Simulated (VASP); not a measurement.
Set up this calculation in VASP 6.6.1, as the native input.

| Property | Result |
| --- | --- |
| Task | single point |
| Functional | HSE06 |
| Potentials or basis | VASP PAW PBE potentials, release 64 (Pb_d, S) |
| Cutoff | 520 eV |
| k mesh | 4 × 4 × 4 |
| Occupations | gaussian, width 0.01 eV |
| Spin | no spin polarisation |
| Dipole correction | no |
| Grid for exact exchange (PRECFOCK) | Normal |
| Further INCAR settings | ALGO = Normal; EDIFF = 1e-06; NBANDS = 17 |
| Screening parameter | 0.2079 1/Å |

The system is PbS.

```
Pb S
1.0
     0.00000    3.30098    3.30098
     3.30098    0.00000    3.30098
     3.30098    3.30098    0.00000
Pb S
1 1
Direct
  0.00000 0.00000 0.00000
  0.25000 0.25000 0.25000
```

These files were run (other wordings do the same):

POSCAR

```
PbS
1.0
    0.0000000000      3.3009772112      3.3009772112
    3.3009772112      0.0000000000      3.3009772112
    3.3009772112      3.3009772112      0.0000000000
Pb S
1 1
Direct
    0.0000000000      0.0000000000      0.0000000000
    0.2500000000      0.2500000000      0.2500000000
```

INCAR.step1

```
SYSTEM = PbS
ALGO = Normal
EDIFF = 1E-5
ENCUT = 520
GGA = PE
ISIF = 2
ISMEAR = 0
LASPH = .True.
LCHARG = .False.
LREAL = .False.
LWAVE = .True.
NBANDS = 17
NELM = 80
PREC = Accurate
SIGMA = 0.01
```

INCAR.step2

```
SYSTEM = PbS
ALGO = Normal
EDIFF = 1E-6
ENCUT = 520
GGA = PE
HFSCREEN = 0.2079
ISIF = 2
ISMEAR = 0
ISTART = 1
LASPH = .True.
LCHARG = .False.
LHFCALC = .True.
LREAL = .False.
LWAVE = .False.
NBANDS = 17
NELM = 80
PREC = Accurate
PRECFOCK = Normal
SIGMA = 0.01
```

KPOINTS

```
k-points
0
Gamma
  4 4 4
  0 0 0
```

Potentials or basis: VASP PAW PBE potentials, release 64 (Pb_d, S).

Command:

```bash
$ cat potpaw_PBE.64/Pb_d/POTCAR potpaw_PBE.64/S/POTCAR > POTCAR
$ cp INCAR.step1 INCAR
$ mpirun -np 1 vasp_std > vasp.out
$ cp INCAR.step2 INCAR
$ mpirun -np 1 vasp_std > vasp.out
```

Results of the run:

```
Pressure               : 0.0 GPa
Band gap on the k mesh : 1.29 eV, indirect (least direct gap 1.81 eV)
```

Caveat: the PAW data sets were made with another functional, which shifts forces and pressure a little; spin-orbit coupling is left out, which moves the levels of the heavy elements.

Run time: 18 min on 1 thread of AMD EPYC 7R43 64-Core Processor (Zen 3), with other jobs on the host, peak memory 0.27 GiB.
